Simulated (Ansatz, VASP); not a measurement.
# Zn in VASP and in Ansatz

Contents of POSCAR:

```
Zn
1.0
    0.0000000000      1.9647760000      1.9647760000
    1.9647760000      0.0000000000      1.9647760000
    1.9647760000      1.9647760000      0.0000000000
Zn
1
Direct
    0.0000000000      0.0000000000      0.0000000000
```

INCAR.step1

```
ALGO = Normal
EDIFF = 1E-5
ENCUT = 440
GGA = PE
GGA_COMPAT = F
ISIF = 2
ISMEAR = -1
LASPH = T
LCHARG = F
LREAL = F
LWAVE = T
NBANDS = 12
NELM = 120
PREC = Accurate
SIGMA = 0.05
```

Contents of INCAR.step2:

```
AEXX = 0.1
ALGO = Normal
EDIFF = 1E-6
ENCUT = 440
GGA_COMPAT = F
ISIF = 2
ISMEAR = -1
ISTART = 1
LASPH = T
LCHARG = F
LHFCALC = T
LMIXTAU = T
LREAL = F
LWAVE = F
METAGGA = R2SCAN
NBANDS = 12
NELM = 120
PREC = Accurate
PRECFOCK = Normal
SIGMA = 0.05
```

KPOINTS

```
k-points
0
Gamma
  6 6 6
```

input

```
crystal:
  lattice:
    - [0.0, 1.964776, 1.964776]
    - [1.964776, 0.0, 1.964776]
    - [1.964776, 1.964776, 0.0]
  atoms:
    - { symbol: Zn, position: [0.0, 0.0, 0.0] }
hamiltonian:
  xc: r2scanh
  pseudopotentials: { kind: paw }
kpoints:
  mp_grid: { grid: [6, 6, 6] }
scf:
  occupations: { method: fermi_dirac, width: 0.05 }
output:
  forces: true
  stress: true
  eigenvalues: true
```

Alike in both runs: task single point; functional r2SCANh; k mesh 6 × 6 × 6; occupations fermi-dirac, width 0.05 eV; no spin polarisation.

|  | VASP | Ansatz |
| --- | --- | --- |
| version | VASP 6.6.1 | Ansatz 0.2.0 |
| potentials or method | VASP PAW PBE potentials, release 64 (Zn) | Ansatz PAW |
| plane-wave cutoff (eV) | 440 | 500 |
| valence electrons in the cell | 12 | 12 |

```tsv
	VASP	Ansatz	Ansatz less VASP
gap on the k mesh at the Fermi level (eV)	none	none	-
pressure (GPa)	-4.6	-4.4	+0.22
```

VASP's potentials were made for PBE, not for r2SCANh. A gap of «none» marks a metal or a gap that the smearing closes.

The k mesh is coarse, so the values compare programs but aren't converged.
